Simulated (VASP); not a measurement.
Wanted: the native input for a VASP 6.6.1 run.

| Item | Value |
| --- | --- |
| Task | single point |
| Functional | PBEsol |
| Potentials or basis | VASP PAW PBE potentials, release 64 (W_sv) |
| Cutoff | 520 eV |
| k mesh | 24 × 24 × 14 |
| Occupations | gaussian, width 0.15 eV |
| Spin | no spin polarisation |
| Dipole correction | no |
| Further INCAR settings | ALGO = Fast; EDIFF = 1e-07; NBANDS = 21 |

The structure of W lies in POSCAR:

```
W
1.0
   -1.5771801384      1.5771801384      1.5771801384
    1.5771801384     -1.5771801384      1.5771801384
    3.1543602768      3.1543602768      0.0000000000
W
2
Direct
    0.0000000000      0.0000000000      0.0168126035
    0.5000000000      0.5000000000      0.4831873965
```

This cell differs from its parent crystal: atoms displaced along a vibrational mode.

The input as run:

INCAR

```
SYSTEM = W
ALGO     = Fast           ! electronic algorithm
EDIFF    = 1E-7           ! SCF threshold, eV
ENCUT    = 520            ! plane-wave cutoff, eV
GGA      = PS             ! functional
ISIF     = 2              ! what is computed and relaxed
ISMEAR   = 0              ! smearing method
LASPH    = .TRUE.         ! aspherical terms in the spheres
LCHARG   = .FALSE.        ! write CHGCAR
LREAL    = .FALSE.        ! projectors in reciprocal space
LWAVE    = .FALSE.        ! write WAVECAR
NBANDS   = 21             ! bands
NELM     = 80             ! most SCF steps
PREC     = Accurate       ! precision mode
SIGMA    = 0.15           ! smearing width, eV
```

KPOINTS

```
k-points
0
G
  24 24 14
  0 0 0
```

Potentials or basis: VASP PAW PBE potentials, release 64 (W_sv).

The run is started by

```sh
$ cat potpaw_PBE.64/W_sv/POTCAR > POTCAR
$ mpirun -np 1 vasp_std > vasp.out
```

It gave:

- Pressure: 4.3 GPa
- Largest force: 2.540 eV/Å
- Band gap on the k mesh: zero (bands 14 and 15 overlap by 3.51 eV)

Caveat: the cell differs from its parent crystal (atoms displaced along a vibrational mode); the cell stands under pressure; the PAW data sets were made with another functional, which shifts forces and pressure a little; spin-orbit coupling is left out, which moves the levels of the heavy elements.

Wall time 9.7 min on 1 thread of Oxide Virtual Turin-like Processor, with other jobs on the host, peak memory 0.64 GiB.
